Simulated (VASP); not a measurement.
Set up this calculation in VASP 6.6.1, as the native input.

- Task: single point
- Functional: r2SCAN
- Potentials or basis: VASP PAW PBE potentials, release 64 (Ru_pv, Pb_d)
- Cutoff: 520 eV
- k mesh: 3 × 3 × 6
- Occupations: fermi-dirac, width 0.1 eV
- Spin: no spin polarisation
- Dipole correction: no
- Further INCAR settings: ALGO = Normal; EDIFF = 1e-06; NBANDS = 51

The system is RuPb2.

```
CELL_PARAMETERS angstrom
6.09772 0.00000 0.00000
0.00000 6.86359 0.00000
0.00000 0.00000 3.29555
ATOMIC_POSITIONS crystal
Ru 0.00000 0.00000 0.00000
Ru 0.50000 0.50000 0.50000
Pb 0.18480 0.35960 0.00000
Pb 0.81520 0.64040 0.00000
Pb 0.68480 0.14040 0.50000
Pb 0.31520 0.85960 0.50000
```

These files were run (other wordings do the same):

POSCAR

```
RuPb2
1.0
    6.0977172600      0.0000000000      0.0000000000
    0.0000000000      6.8635885300      0.0000000000
    0.0000000000      0.0000000000      3.2955451400
Ru Pb
2 4
Direct
    0.0000000000      0.0000000000      0.0000000000
    0.5000000000      0.5000000000      0.5000000000
    0.1848000000      0.3596000000      0.0000000000
    0.8152000000      0.6404000000      0.0000000000
    0.6848000000      0.1404000000      0.5000000000
    0.3152000000      0.8596000000      0.5000000000
```

INCAR.step1

```
ALGO = Normal
EDIFF = 1E-4
ENCUT = 520
GGA = PE
ISMEAR = -1
LASPH = T
LCHARG = F
LREAL = F
LWAVE = T
NBANDS = 51
NELM = 100
PREC = Accurate
SIGMA = 0.1
```

INCAR.step2

```
ALGO = Normal
EDIFF = 1E-6
ENCUT = 520
ISIF = 2
ISMEAR = -1
ISTART = 1
LASPH = T
LCHARG = F
LMIXTAU = T
LREAL = F
LWAVE = F
METAGGA = R2SCAN
NBANDS = 51
NELM = 100
PREC = Accurate
SIGMA = 0.1
```

KPOINTS

```
k-points
0
Gamma
  3 3 6
```

Potentials or basis: VASP PAW PBE potentials, release 64 (Ru_pv, Pb_d).

Command:

```sh
$ cat potpaw_PBE.64/Ru_pv/POTCAR potpaw_PBE.64/Pb_d/POTCAR > POTCAR
$ cp INCAR.step1 INCAR
$ mpirun -np 1 vasp_std > vasp.out
$ cp INCAR.step2 INCAR
$ mpirun -np 1 vasp_std > vasp.out
```

It gave:

```
Pressure               : 5.3 GPa
Largest force          : 0.877 eV/Å
Band gap on the k mesh : zero (bands 42 and 43 overlap by 0.21 eV)
```

Caveat: the cell stands under pressure; the PAW data sets were made with another functional, which shifts forces and pressure a little; spin-orbit coupling is left out, which moves the levels of the heavy elements.

Run time: 4.7 min on 1 thread of AMD EPYC 9R45 96-Core Processor (Zen 5) (shared host), peak memory 0.3 GiB.
